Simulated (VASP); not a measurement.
# NiO (Fm-3m) in VASP: notebook, part 2 of 2

VASP 6.6.1.

## Step 3: Single point, PBE+U, collinear spin, ferromagnetic start

The input, INCAR:

```
SYSTEM = NiO
ALGO = Normal ; EDIFF = 1E-6
ENCUT = 700 ; GGA = PE
GGA_COMPAT = .FALSE. ; ISIF = 2
ISMEAR = -1 ; ISPIN = 2
LASPH = .TRUE. ; LCHARG = .TRUE.
LDAU = .TRUE. ; LDAUJ = 0 0
LDAUL = 2 -1 ; LDAUPRINT = 1
LDAUTYPE = 2 ; LDAUU = 6.2 0
LELF = .TRUE. ; LMAXMIX = 4
LORBIT = 11 ; LREAL = .FALSE.
LVHAR = .TRUE. ; LWAVE = .FALSE.
MAGMOM = 0.2 0 ; NBANDS = 23
NELM = 200 ; PREC = Accurate
SIGMA = 0.03
```

The input, KPOINTS:

```
k-points
0
G
  8 8 8
  0 0 0
```

The input, POSCAR:

```
NiO
1.0
    0.0000000000      2.1004800000      2.1004800000
    2.1004800000      0.0000000000      2.1004800000
    2.1004800000      2.1004800000      0.0000000000
Ni O
1 1
Direct
    0.0000000000      0.0000000000      0.0000000000
    0.5000000000      0.5000000000      0.5000000000
```

Potentials or basis: VASP PAW PBE potentials, release 64 (Ni_sv_GW, O).

Run with:

```
$ cat potpaw_PBE.64/Ni_sv_GW/POTCAR potpaw_PBE.64/O/POTCAR > POTCAR
$ mpirun -np 1 vasp_std > vasp.out
```

OUTCAR:

```text
SYSTEM = NiO
   EDIFF = 1E-6
   ENCUT = 700
   GGA = PE
   ISIF = 2
   ISMEAR = -1
   ISPIN = 2
   LASPH = .TRUE.
   LORBIT = 11
   LREAL = .FALSE.
   NELM = 200
   PREC = Accurate

 ion  position               nearest neighbor table
   1  0.000  0.000  0.000-   2 2.10   2 2.10   2 2.10   2 2.10   2 2.10   2 2.10
   2  0.500  0.500  0.500-   1 2.10   1 2.10   1 2.10   1 2.10   1 2.10   1 2.10

  LATTYP: Found a face centered cubic cell.
 ALAT       =     4.2009600000

  Lattice vectors:

[... 1505 lines left out ...]

 VOLUME and BASIS-vectors are now :
 -----------------------------------------------------------------------------
  energy-cutoff  :      700.00
  volume of cell :       18.53
      direct lattice vectors                 reciprocal lattice vectors
     0.000000000  2.100480000  2.100480000    -0.238040829  0.238040829  0.238040829
     2.100480000  0.000000000  2.100480000     0.238040829 -0.238040829  0.238040829
     2.100480000  2.100480000  0.000000000     0.238040829  0.238040829 -0.238040829

 POSITION                                       TOTAL-FORCE (eV/Angst)
 -----------------------------------------------------------------------------------
      0.00000      0.00000      0.00000         0.000000      0.000000     -0.000000
      2.10048      2.10048      2.10048         0.000000      0.000000      0.000000
 -----------------------------------------------------------------------------------
    total drift:                                0.000000      0.000000      0.000000

  FREE ENERGIE OF THE ION-ELECTRON SYSTEM (eV)
  ---------------------------------------------------
  free  energy   TOTEN  =       -10.2415621221 eV

  energy  without entropy=      -10.2415621221  energy(sigma->0) =      -10.24156212

 total charge

# of ion       s       p       d       f       tot
--------------------------------------------------
    1        2.159   6.222   7.711   0.009  16.102
    2        1.544   3.492   0.000   0.000   5.036
--------------------------------------------------
tot          3.703   9.714   7.711   0.009  21.138

 magnetization (x)

# of ion       s       p       d       f       tot
--------------------------------------------------
    1       -0.010  -0.012  -1.769  -0.001  -1.792
    2       -0.022  -0.149   0.000   0.000  -0.171
--------------------------------------------------
tot         -0.032  -0.161  -1.769  -0.001  -1.963
```

OSZICAR:

```text
N       E                     dE             d eps       ncg     rms          rms(c)
DAV:   1     0.262774265702E+03    0.26277E+03   -0.14589E+04  4062   0.412E+03
DAV:   2     0.171644588161E+01   -0.26106E+03   -0.24975E+03  4330   0.916E+02
DAV:   3    -0.105147471700E+02   -0.12231E+02   -0.12186E+02  4005   0.203E+02
DAV:   4    -0.107093842720E+02   -0.19464E+00   -0.19461E+00  3764   0.138E+01
[... 36 lines left out ...]
DAV:  41    -0.102415187331E+02   -0.38905E-03   -0.19659E-04  4501   0.840E-01    0.411E-02
DAV:  42    -0.102415487105E+02   -0.29977E-04   -0.85898E-06  3089   0.182E-01    0.245E-02
DAV:  43    -0.102415612026E+02   -0.12492E-04   -0.91920E-06  3215   0.151E-01    0.754E-03
DAV:  44    -0.102415623870E+02   -0.11844E-05   -0.21579E-06  1671   0.682E-02    0.190E-03
DAV:  45    -0.102415621221E+02    0.26490E-06   -0.22899E-06  1783   0.504E-02
   1 F= -.10241562E+02 E0= -.10241562E+02  d E =-.202889E-13  mag=    -1.9996
```

stdout:

```text
POSCAR found type information on POSCAR NiO
 POSCAR found :  2 types and       2 ions
 scaLAPACK will be used
 LDA part: xc-table for (Slater+PW92), standard interpolation
 POSCAR, INCAR and KPOINTS ok, starting setup
 FFT: planning ... GRIDC
 FFT: planning ... GRID_SOFT
 FFT: planning ... GRID
 WAVECAR not read
 entering main loop
```

Wall time 2.9 min (1 thread of Intel Xeon Platinum 8259CL at 2.50GHz (Skylake/Cascade Lake), shared host); peak memory 0.21 GiB.

What came out:

```yaml
Free_energy: -10.2416 eV
Pressure: 6.8 GPa
Band_gap_on_the_k_mesh: 2.24 eV (least direct gap 3.60 eV)
Net_moment: -2.00 μB per cell
Site_moments: Ni -1.79; O -0.17 μB
Valence_electrons_inside_the_program's_atomic_spheres: Ni 16.10; O 5.04
```

Levels at points of the mesh, in eV from the valence-band top:
Spin up:
```
           k point  band 7  band 8  band 9  band 10  band 11  band 12  band 13  band 14  band 15  band 16
(0.00, 0.00, 0.00)   -3.55   -3.55   -1.36    -1.36    -1.36     2.59     2.74     2.75    18.36    19.02
(0.50, 0.00, 0.00)   -3.85   -3.85   -2.00    -2.00    -1.98     5.10     5.10     6.47    11.18    14.87
(0.50, 0.50, 0.00)   -4.28   -2.74   -2.74    -2.66    -2.66     3.25     3.69     7.20    11.73    12.36
```
Spin down:
```tsv
k point	band 10	band 11	band 12	band 13	band 14	band 15	band 16	band 17
(0.00, 0.00, 0.00)	-4.59	-1.69	-1.69	-1.69	2.24	18.41	18.79	18.79
(0.50, 0.00, 0.00)	-4.09	-2.94	0.00	0.00	6.29	10.71	14.52	14.52
(0.50, 0.50, 0.00)	-3.79	-3.79	-3.05	-3.05	6.58	11.45	12.09	17.20
```

Eigenvalues of the final occupation matrices:
```csv
site,spin,trace,eigenvalues
site 1 d,1,2.98,0.09 0.09 0.93 0.93 0.93
site 1 d,2,4.75,0.94 0.94 0.94 0.97 0.97
```

Caveat: the cell stands under pressure; a cell with one magnetic atom can't hold antiferromagnetic order, which such compounds often take.

## Step 4: Single point, PBE+U, collinear spin, ferromagnetic start

The input, INCAR:

```
SYSTEM = NiO
PREC = Accurate ; ENCUT = 700
EDIFF = 1E-6 ; ISMEAR = -1
SIGMA = 0.03 ; LREAL = .FALSE.
LASPH = .TRUE. ; NELM = 200
ALGO = Normal ; ISIF = 2
LWAVE = .FALSE. ; LCHARG = .FALSE.
ISPIN = 2 ; MAGMOM = 2 0
LORBIT = 11 ; LMAXMIX = 4
LDAU = .TRUE. ; LDAUTYPE = 2
LDAUL = 2 -1 ; LDAUU = 6.2 0
LDAUJ = 0 0 ; LDAUPRINT = 1
GGA = PE ; NBANDS = 23
GGA_COMPAT = .FALSE.
```

The input, KPOINTS:

```
regular mesh
0
G
  8 8 8
  0 0 0
```

POSCAR is that of step 3.

Run with:

```
$ cat potpaw_PBE.64/Ni_sv_GW/POTCAR potpaw_PBE.64/O/POTCAR > POTCAR
$ mpirun -np 1 vasp_std > vasp.out
```

It took 58 s on 1 thread of AMD EPYC 7R13 (Zen 3), shared host; peak memory 0.17 GiB.

Results (log left out):

| Property | Result |
| --- | --- |
| Free energy | -10.2416 eV |
| Pressure | 6.9 GPa |
| Band gap on the k mesh | 2.24 eV (least direct gap 3.60 eV) |
| Net moment | 2.00 μB per cell |
| Site moments | Ni +1.79; O +0.17 μB |
| Valence electrons inside the program's atomic spheres | Ni 16.10; O 5.04 |

Levels at points of the mesh, in eV from the valence-band top:
Spin up:
```csv
k point,band 11,band 12,band 13,band 14,band 15,band 16
"(0.00, 0.00, 0.00)",-1.69,-1.69,-1.69,2.24,18.41,18.79
"(0.50, 0.00, 0.00)",-2.94,0.00,0.00,6.29,10.71,14.52
"(0.50, 0.50, 0.00)",-3.79,-3.05,-3.05,6.58,11.45,12.09
```
Spin down:
```
           k point  band 9  band 10  band 11  band 12  band 13  band 14
(0.00, 0.00, 0.00)   -1.36    -1.36    -1.36     2.59     2.75     2.75
(0.50, 0.00, 0.00)   -2.00    -2.00    -1.98     5.10     5.10     6.47
(0.50, 0.50, 0.00)   -2.74    -2.66    -2.66     3.25     3.69     7.20
```

Eigenvalues of the final occupation matrices:
| site | spin | trace | eigenvalues |
| --- | --- | --- | --- |
| site 1 d | 1 | 4.75 | 0.94 0.94 0.94 0.97 0.97 |
| site 1 d | 2 | 2.98 | 0.09 0.09 0.93 0.93 0.93 |

Caveat: the cell stands under pressure; a cell with one magnetic atom can't hold antiferromagnetic order, which such compounds often take. A k mesh can miss the band edges.
